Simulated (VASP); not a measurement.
# TaN (rocksalt type) (Fm-3m) in VASP: single point with PBE

Aim: the single point of TaN (rocksalt type) with PBE.

All numbers are computed with VASP 6.6.1; they aren't measurements. Logs are shortened: lines on timing, memory, paths and dates and some standing lists are left out, and cuts for length are marked.

### 1 The cell of the first run

It takes space group Fm-3m (No. 225, cubic). Conventional cell: a = 4.417 Å, b = 4.417 Å, c = 4.417 Å, α = 90.00°, β = 90.00°, γ = 90.00°. Ta (site symmetry m-3m) has 6 N at 2.21 Å within 2.9 Å. Within 2.9 Å of N (site symmetry m-3m) lie 6 Ta at 2.21 Å.

### 2 Single point, PBE

The input, POSCAR:

```
TaN
1.0
    0.0000000000      2.2085116747      2.2085116747
    2.2085116747      0.0000000000      2.2085116747
    2.2085116747      2.2085116747      0.0000000000
Ta N
1 1
Direct
    0.0000000000      0.0000000000      0.0000000000
    0.5000000000      0.5000000000      0.5000000000
```

The input, INCAR.step1:

```
PREC = Accurate ; ENCUT = 520
EDIFF = 1E-6 ; ISMEAR = -1
SIGMA = 0.08 ; LREAL = False
LASPH = True ; NELM = 60
ALGO = Normal ; ISIF = 2
LWAVE = False ; LCHARG = True
LMAXMIX = 4 ; GGA = PE
NBANDS = 15
```

The input, KPOINTS.step1:

```
Automatic mesh
0
Gamma
  15 15 15
```

The input, INCAR.step2:

```
PREC = Accurate ; ENCUT = 520
EDIFF = 1E-6 ; ISMEAR = -5
SIGMA = 0.08 ; LREAL = False
LASPH = True ; NELM = 60
ALGO = Normal ; ISIF = 2
LWAVE = False ; LCHARG = False
LMAXMIX = 4 ; GGA = PE
LORBIT = 11 ; NEDOS = 2001
ICHARG = 11
```

The input, KPOINTS.step2:

```
Automatic mesh
0
Gamma
  23 23 23
```

Potentials or basis: VASP PAW PBE potentials, release 64 (Ta_pv, N).

Launch:

```bash
$ cat potpaw_PBE.64/Ta_pv/POTCAR potpaw_PBE.64/N/POTCAR > POTCAR
$ cp INCAR.step1 INCAR
$ cp KPOINTS.step1 KPOINTS
$ mpirun -np 1 vasp_std > vasp.out
$ cp INCAR.step2 INCAR
$ cp KPOINTS.step2 KPOINTS
$ mpirun -np 1 vasp_std > vasp.out
```

OUTCAR:

```text
PREC = Accurate
   ENCUT = 520
   EDIFF = 1E-6
   ISMEAR = -5
   LREAL = False
   LASPH = True
   NELM = 60
   ISIF = 2
   GGA = PE
   LORBIT = 11
   ICHARG = 11

 ion  position               nearest neighbor table
   1  0.000  0.000  0.000-   2 2.21   2 2.21   2 2.21   2 2.21   2 2.21   2 2.21
   2  0.500  0.500  0.500-   1 2.21   1 2.21   1 2.21   1 2.21   1 2.21   1 2.21

  LATTYP: Found a face centered cubic cell.
 ALAT       =     4.4170233494

  Lattice vectors:

 A1 = (   0.0000000000,   2.2085116747,   2.2085116747)
 A2 = (   2.2085116747,   0.0000000000,   2.2085116747)
 A3 = (   2.2085116747,   2.2085116747,   0.0000000000)

Analysis of symmetry for initial positions (statically):
=====================================================================
 Subroutine PRICEL returns:
 Original cell was already a primitive cell.

 Routine SETGRP: Setting up the symmetry group for a
 face centered cubic supercell.

 Subroutine GETGRP returns: Found 48 space group operations
 (whereof 48 operations were pure point group operations)
 out of a pool of 48 trial point group operations.

The static configuration has the point symmetry O_h .

Analysis of symmetry for dynamics (positions and initial velocities):
=====================================================================
 Subroutine PRICEL returns:
 Original cell was already a primitive cell.

 Routine SETGRP: Setting up the symmetry group for a
 face centered cubic supercell.

 Subroutine GETGRP returns: Found 48 space group operations
 (whereof 48 operations were pure point group operations)
 out of a pool of 48 trial point group operations.

The dynamic configuration has the point symmetry O_h .

 Subroutine INISYM returns: Found 48 space group operations
 (whereof 48 operations are pure point group operations),
 and found     1 'primitive' translations

----------------------------------------------------------------------------------------

                                     Primitive cell

  volume of cell :      21.5441

  direct lattice vectors                    reciprocal lattice vectors
     0.000000000  2.208511675  2.208511675    -0.226396811  0.226396811  0.226396811
     2.208511675  0.000000000  2.208511675     0.226396811 -0.226396811  0.226396811
     2.208511675  2.208511675  0.000000000     0.226396811  0.226396811 -0.226396811

  length of vectors
     3.123307163  3.123307163  3.123307163     0.392130779  0.392130779  0.392130779

  position of ions in fractional coordinates (direct lattice)
     0.000000000  0.000000000  0.000000000
     0.500000000  0.500000000  0.500000000

  ion indices of the primitive-cell ions
   primitive index   ion index
                 1           1
                 2           2

----------------------------------------------------------------------------------------

 KPOINTS: Automatic mesh

Automatic generation of k-mesh.
 Grid dimensions read from file:
 generate k-points for:   23   23   23

 Generating k-lattice:

  Cartesian coordinates                     Fractional coordinates (reciprocal lattice)
    -0.009843340  0.009843340  0.009843340     0.043478261  0.000000000  0.000000000
     0.009843340 -0.009843340  0.009843340     0.000000000  0.043478261  0.000000000
     0.009843340  0.009843340 -0.009843340     0.000000000  0.000000000  0.043478261

  Length of vectors
     0.017049164  0.017049164  0.017049164

  Shift w.r.t. Gamma in fractional coordinates (k-lattice)
     0.000000000  0.000000000  0.000000000

 TETIRR: Found   1662 inequivalent tetrahedra from    73002

 Subroutine IBZKPT returns following result:
 ===========================================

 Found    364 irreducible k-points:

 Following reciprocal coordinates:
            Coordinates               Weight
  0.000000  0.000000  0.000000      1.000000
  0.043478  0.000000  0.000000      8.000000
  0.086957  0.000000  0.000000      8.000000
  0.130435  0.000000  0.000000      8.000000
  0.173913  0.000000  0.000000      8.000000
  0.217391  0.000000  0.000000      8.000000
[... 16 lines left out ...]
  0.478261  0.043478  0.000000     24.000000
 -0.478261  0.043478  0.000000     24.000000
 [... further k-points ...]
   k-points           NKPTS =    364   k-points in BZ     NKDIM =    364   number of bands    NBANDS=     12
   number of dos      NEDOS =   2001   number of ions     NIONS =      2
   total plane-waves  NPLWV =  13824
   dimension x,y,z NGX =    24 NGY =   24 NGZ =   24
   dimension x,y,z NGXF=    48 NGYF=   48 NGZF=   48
   ions per type =               1   1
   NGX,Y,Z   is equivalent  to a cutoff of  12.77, 12.77, 12.77 a.u.
   NGXF,Y,Z  is equivalent  to a cutoff of  25.55, 25.55, 25.55 a.u.
 SYSTEM =  unknown system
   PREC   = accura    normal or accurate (medium, high low for compatibility)
   ISTART =      0    job   : 0-new  1-cont  2-samecut
   ICHARG =     11    charge: 1-file 2-atom 10-const
   ISPIN  =      1    spin polarized calculation?
   LNONCOLLINEAR =      F non collinear calculations
   LSORBIT =      F    spin-orbit coupling
   LASPH  =      T    aspherical Exc in radial PAW
   ENCUT  =  520.0 eV  38.22 Ry    6.18 a.u.   5.81  5.81  5.81*2*pi/ulx,y,z
   NELM   =     60;   NELMIN=  2; NELMDL=  0     # of ELM steps
   EDIFF  = 0.1E-05   stopping-criterion for ELM
   LREAL  =      F    real-space projection
[... 7 lines left out ...]
   TEBEG  =    0.0;   TEEND  =   0.0 temperature during run
   PSTRESS=    0.0 pullay stress
   NELECT =      16.0000    total number of electrons
   NUPDOWN=      -1.0000    fix difference up-down
   EMIN   =  10.00;   EMAX   =-10.00  energy-range for DOS
   EFERMI =   0.00;   METHOD = LEGACY
   ISMEAR =    -5;   SIGMA  =   0.08  broadening in eV -4-tet -1-fermi 0-gaus
   EFERMI_NEDOS =   21; number of points for ismear=-14 and -15
   IALGO  =     38    algorithm
   IMIX   =      4    mixing-type and parameters
     AMIX     =   0.40;   BMIX     =  1.00
     AMIX_MAG =   1.60;   BMIX_MAG =  1.00
  volume/ion in A,a.u.               =      10.77        72.69
  Fermi-wavevector in a.u.,A,eV,Ry     =   1.482536  2.801586 29.904405  2.197912
  Thomas-Fermi vector in A             =   2.596309
   LORBIT       =     11    0 simple, 1 ext, 2 COOP (PROOUT), +10 PAW based schemes
   GGA     = PE    functional components
   LHFCALC =     F    Hartree Fock is set to
   AEXX    =    0.0000 exact exchange contribution
   IVDW    =     0    specifies the selected vdW correction
   LEPSILON=     F    determine dielectric tensor
   LRPA    =     F    only Hartree local field effects (RPA)
 non-spin polarized calculation
 Fermi weights with tetrahedron method with Bloechl corrections
  energy-cutoff  :      520.00
  volume of cell :       21.54
 maximum number of plane-waves:       592

 number of electron      16.0000003 magnetization

 Free energy of the ion-electron system (eV)
  ---------------------------------------------------
  ext. energy  EPLUGINS =         0.00000000
  ---------------------------------------------------
  free energy    TOTEN  =       -21.82850134 eV

  energy without entropy =      -21.82850134  energy(sigma->0) =      -21.82850134

 E-fermi :   9.3967     XC(G=0): -13.3653

 val. band max:        9.4103342584   @ k =  -0.3043   0.1304   0.0000
 cond. band min:       9.3970277355   @ k =  -0.4783   0.1739   0.0870
 fundamental gap:     -0.0133065229
 Fermi energy:         9.3966796774

 k-point     1 :       0.0000    0.0000    0.0000
  band No.  band energies     occupation
      1     -26.4050      2.00000
      2     -26.4050      2.00000
      3     -26.4050      2.00000
      4      -9.3575      2.00000
      5       5.6084      2.00000
      6       5.6084      2.00000
      7       5.6084      2.00000
      8       7.3282      2.00000
      9       7.3282      2.00000
     10       7.3282      2.00000
     11       9.4591      0.00000
     12       9.4591      0.00000

 k-point     2 :       0.0435    0.0000    0.0000
  band No.  band energies     occupation
      1     -26.4213      2.00000
      2     -26.4065      2.00000
      3     -26.4065      2.00000
      4      -9.3125      2.00000
      5       5.3433      2.00000
      6       5.4363      2.00000
      7       5.4363      2.00000
      8       7.4078      2.00000
      9       7.4078      2.00000
     10       7.4508      2.00000
     11       9.6514      0.00000
     12       9.6514      0.00000

 k-point     3 :       0.0870    0.0000    0.0000
  band No.  band energies     occupation
      1     -26.4684      2.00000
      2     -26.4109      2.00000
      3     -26.4109      2.00000
      4      -9.1801      2.00000
      5       4.7296      2.00000
      6       5.0234      2.00000
      7       5.0234      2.00000
      8       7.6051      2.00000
      9       7.6051      2.00000
     10       7.6781      2.00000
     11      10.1634      0.00000
     12      10.1635      0.00000
[... 286 lines left out ...]
 k-point    23 :       0.4783    0.0435    0.0000
  band No.  band energies     occupation
      1     -27.1996      2.00000
      2     -26.4911      2.00000
      3     -26.4887      2.00000
      4      -6.4965      2.00000
      5      -0.7434      2.00000
      6       1.9438      2.00000
      7       1.9917      2.00000
      8      10.7455      0.00000
      9      11.2735      0.00000
     10      11.3277      0.00000
     11      13.5408      0.00000
     12      16.4927      0.00000

 k-point    24 :      -0.4783    0.0435    0.0000
  band No.  band energies     occupation
      1     -27.2088      2.00000
      2     -26.4952      2.00000
      3     -26.4866      2.00000
      4      -6.4466      2.00000
      5      -0.8119      2.00000
      6       1.9361      2.00000
      7       1.9459      2.00000
      8      11.0771      0.00000
      9      11.2367      0.00000
     10      11.3012      0.00000
     11      13.4277      0.00000
     12      16.7268      0.00000

 [... further k-points ...]

------------------------ aborting loop because EDIFF is reached ----------------------------------------

  FORCE on cell =-STRESS in cart. coord.  units (eV):
  Direction    XX          YY          ZZ          XY          YZ          ZX
  --------------------------------------------------------------------------------------
  -------------------------------------------------------------------------------------
  Total        0.0933035      0.0933035      0.0933035      0.0000000      0.0000000      0.0000000
  in kB        6.9387186      6.9387186      6.9387186      0.0000000      0.0000000      0.0000000
  external PRESSURE =       6.9387186 kB  Pullay stress =       0.0000000 kB

 VOLUME and BASIS-vectors are now :
 -----------------------------------------------------------------------------
  energy-cutoff  :      520.00
  volume of cell :       21.54
      direct lattice vectors                 reciprocal lattice vectors
     0.000000000  2.208511675  2.208511675    -0.226396811  0.226396811  0.226396811
     2.208511675  0.000000000  2.208511675     0.226396811 -0.226396811  0.226396811
     2.208511675  2.208511675  0.000000000     0.226396811  0.226396811 -0.226396811

 POSITION                                       TOTAL-FORCE (eV/Angst)
 -----------------------------------------------------------------------------------
      0.00000      0.00000      0.00000         0.000000      0.000000      0.000000
      2.20851      2.20851      2.20851        -0.000000     -0.000000     -0.000000
 -----------------------------------------------------------------------------------
    total drift:                                0.000000     -0.000000     -0.000000

  FREE ENERGIE OF THE ION-ELECTRON SYSTEM (eV)
  ---------------------------------------------------
  free  energy   TOTEN  =       -21.8285013416 eV

  energy  without entropy=      -21.8285013416  energy(sigma->0) =      -21.82850134

 total charge

# of ion       s       p       d       tot
------------------------------------------
    1        0.270   6.214   2.431   8.915
    2        1.229   2.531   0.000   3.759
--------------------------------------------------
tot          1.499   8.745   2.431  12.675
```

Wall time 92 s (1 thread of Intel Xeon 8259CL, shared host); peak memory 0.22 GiB.

What came out:

- Valence electrons inside the program's atomic spheres: Ta 8.91; N 3.76

Levels at points of the mesh, in eV from the Fermi level:
| k point | band 5 | band 6 | band 7 | band 8 | band 9 | band 10 | band 11 | band 12 |
| --- | --- | --- | --- | --- | --- | --- | --- | --- |
| (0.00, 0.00, 0.00) | -3.79 | -3.79 | -3.79 | -2.07 | -2.07 | -2.07 | 0.06 | 0.06 |

Caveat: spin-orbit coupling is left out, which moves the levels of the heavy elements; tetrahedron occupations give inexact forces and stress in metals.
